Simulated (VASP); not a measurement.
Crystal: Zr3MoC.

```
CELL_PARAMETERS angstrom
4.90767 0.00000 0.00000
0.00000 4.90767 0.00000
0.00000 0.00000 4.90767
ATOMIC_POSITIONS crystal
Zr 0.50000 0.00000 0.00000
Zr 0.00000 0.50000 0.00000
Zr 0.00000 0.00000 0.50000
Mo 0.00000 0.00000 0.00000
C 0.50000 0.50000 0.50000
```

```yaml
Program: VASP 6.6.1
Task: relaxation of cell and atoms
Functional: PBE
Potentials_or_basis: VASP PAW PBE potentials, release 64 (Zr_sv, Mo_sv, C)
Cutoff: 600 eV
k_mesh: 8 × 8 × 8
Occupations: gaussian, width 0.1 eV
Spin: no spin polarisation
```

At the start: pressure 1.9 GPa; volume 23.64 Å³/atom.

Q: Where does the relaxation end?

A: Over 3 steps the energy falls by 3.2 meV/atom and the volume is 24.21 Å³/atom (+2.4 %); space group Pm-3m (No. 221, to 0.05 Å).

Step by step:
```tsv
step	energy change (eV)	largest force (eV/Å)	pressure (GPa)	volume (Å³)
1	0.0000	0.0000	1.85	118.20
2	-0.0095	0.0000	-1.11	122.93
3	-0.0161	0.0000	0.00	121.05
```

Final structure:
```
CELL_PARAMETERS angstrom
4.94674 0.00000 0.00000
0.00000 4.94674 0.00000
0.00000 0.00000 4.94674
ATOMIC_POSITIONS crystal
Zr 0.50000 0.00000 0.00000
Zr 0.00000 0.50000 0.00000
Zr 0.00000 0.00000 0.50000
Mo 0.00000 0.00000 0.00000
C 0.50000 0.50000 0.50000
```
